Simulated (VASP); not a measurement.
A run of VASP 6.6.1:

The input INCAR:

```
SYSTEM = Sn
PREC = Accurate
ENCUT = 520
EDIFF = 1E-6
ISMEAR = 0
SIGMA = 0.15
LREAL = .False.
LASPH = .True.
NELM = 100
ALGO = Fast
ISIF = 2
LWAVE = .False.
LCHARG = .False.
GGA = PS
NBANDS = 21
```

The input KPOINTS:

```
Automatic mesh
0
Gamma
  12 12 12
  0 0 0
```

Contents of POSCAR:

```
Sn
1.0
    0.0000000000      3.2942840000      3.3429680000
    3.2942840000      0.0000000000      3.3429680000
    3.2942840000      3.2942840000      0.0000000000
Sn
2
Direct
    0.5000000000      0.5000000000      0.5000000000
    0.7500000000      0.7500000000      0.7500000000
```

Potentials or basis: VASP PAW PBE potentials, release 64 (Sn_d).

Command:

```sh
$ cat potpaw_PBE.64/Sn_d/POTCAR > POTCAR
$ mpirun -np 1 vasp_std > vasp.out
```

Hardware: 1 thread of Intel Xeon 8259CL, on a shared host.

Estimate the wall time of this run.

Wall time 5.5 min on 1 thread of Intel Xeon 8259CL, on a shared host, peak memory 0.34 GiB. Counts: scf iterations 12, k points 163.
